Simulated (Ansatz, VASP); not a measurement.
## Ta in VASP and in Ansatz

```
CELL_PARAMETERS angstrom
-1.57697 1.57697 1.65128
1.57697 -1.57697 1.65128
1.57697 1.57697 -1.65128
ATOMIC_POSITIONS crystal
Ta 0.00000 0.00000 0.00000
```

Change from the starting cell: strain -0.0450 x Voigt [1, 1, 0, 0, 0, 0], atoms carried along.

Alike in both runs: task single point; functional PBEsol; k mesh 20 × 20 × 20; occupations gaussian, width 0.15 eV; no spin polarisation.

```csv
,VASP,Ansatz
version,VASP 6.6.1,Ansatz 0.2.0
potentials or method,"VASP PAW PBE potentials, release 64 (Ta_pv), cutoff 520 eV","scalar-relativistic, plane waves, PAW"
valence electrons in the cell,11,13
```

VASP gave:

- gap on the k mesh at the Fermi level (eV): none
- pressure (GPa): 18.0
- traceless stress, the component that is largest in VASP (GPa): -4.45

Estimate Ansatz's values.

gap on the k mesh at the Fermi level (eV): none; pressure (GPa): 17.6; traceless stress, the component that is largest in VASP (GPa): -4.46.

VASP's potentials were made for PBE, not for PBEsol. A gap of «none» marks a metal or a gap that the smearing closes. VASP's potentials hold 11 valence electrons a cell and Ansatz's 13, so a difference there can come from the potentials and not from the codes.

Spin-orbit coupling is off throughout.
